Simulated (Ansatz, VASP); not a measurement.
## Re: VASP beside Ansatz

The input POSCAR:

```
Re
1.0
    2.7608000000      0.0000000000      0.0000000000
   -1.3804000000      2.3909229348      0.0000000000
    0.0000000000      0.0000000000      4.4582000000
Re
2
Direct
    0.6666666667      0.3333333333      0.7500000000
    0.3333333333      0.6666666667      0.2500000000
```

INCAR.step1

```
SYSTEM = Re
PREC     = Accurate       ! precision mode
ENCUT    = 520            ! plane-wave cutoff, eV
ISMEAR   = -1             ! smearing method
SIGMA    = 0.05           ! smearing width, eV
LREAL    = .FALSE.        ! projectors in reciprocal space
LASPH    = .TRUE.         ! aspherical terms in the spheres
NELM     = 60             ! most SCF steps
NBANDS   = 14             ! bands
GGA      = PE             ! functional
ALGO     = Normal         ! electronic algorithm
EDIFF    = 1E-4           ! SCF threshold, eV
LWAVE    = .TRUE.         ! write WAVECAR
LCHARG   = .FALSE.        ! write CHGCAR
```

INCAR.step2

```
SYSTEM = Re
PREC     = Accurate       ! precision mode
ENCUT    = 520            ! plane-wave cutoff, eV
EDIFF    = 1E-6           ! SCF threshold, eV
ISMEAR   = -1             ! smearing method
SIGMA    = 0.05           ! smearing width, eV
LREAL    = .FALSE.        ! projectors in reciprocal space
LASPH    = .TRUE.         ! aspherical terms in the spheres
NELM     = 60             ! most SCF steps
ALGO     = Normal         ! electronic algorithm
ISIF     = 2              ! what is computed and relaxed
LWAVE    = .FALSE.        ! write WAVECAR
LCHARG   = .FALSE.        ! write CHGCAR
METAGGA  = R2SCAN         ! meta-GGA
LMIXTAU  = .TRUE.       
IVDW     = 13             ! dispersion correction
VDW_S6   = 1.0          
VDW_S8   = 0.6018749    
VDW_A1   = 0.51559235   
VDW_A2   = 5.77342911   
NBANDS   = 14             ! bands
ISTART   = 1
```

The input KPOINTS:

```
regular mesh
0
G
  11 11 6
  0 0 0
```

Contents of input.yaml:

```yaml
crystal:
  lattice:
    - [2.7608, 0.0, 0.0]
    - [-1.3804, 2.3909229348, 0.0]
    - [0.0, 0.0, 4.4582]
  atoms:
    - { symbol: Re, position: [0.6666666667, 0.3333333333, 0.75] }
    - { symbol: Re, position: [0.3333333333, 0.6666666667, 0.25] }
hamiltonian:
  xc: r2scan
  pseudopotentials: { kind: paw }
  dispersion: d4
kpoints:
  mp_grid: { grid: [11, 11, 6] }
scf:
  occupations: { method: fermi_dirac, width: 0.05 }
output:
  forces: true
  stress: true
  eigenvalues: true
```

Alike in both runs: task single point; functional r2SCAN; dispersion D4; k mesh 11 × 11 × 6; occupations fermi-dirac, width 0.05 eV; no spin polarisation.

```csv
,VASP,Ansatz
version,VASP 6.6.1,Ansatz 0.2.0
potentials or method,"VASP PAW PBE potentials, release 64 (Re)",Ansatz PAW
plane-wave cutoff (eV),520,500
valence electrons in the cell,14,30
```

```tsv
	VASP	Ansatz	Ansatz less VASP
gap on the k mesh at the Fermi level (eV)	none	none	-
pressure (GPa)	-2.3	-2.4	-0.03
traceless stress, the component that is largest in VASP (GPa)	0.59	0.71	+0.119
```

VASP's potentials were made for PBE, not for r2SCAN. A gap of «none» marks a metal or a gap that the smearing closes. VASP's potentials hold 14 valence electrons a cell and Ansatz's 30, so a difference there can come from the potentials and not from the codes.

Neither program's run includes spin-orbit coupling.
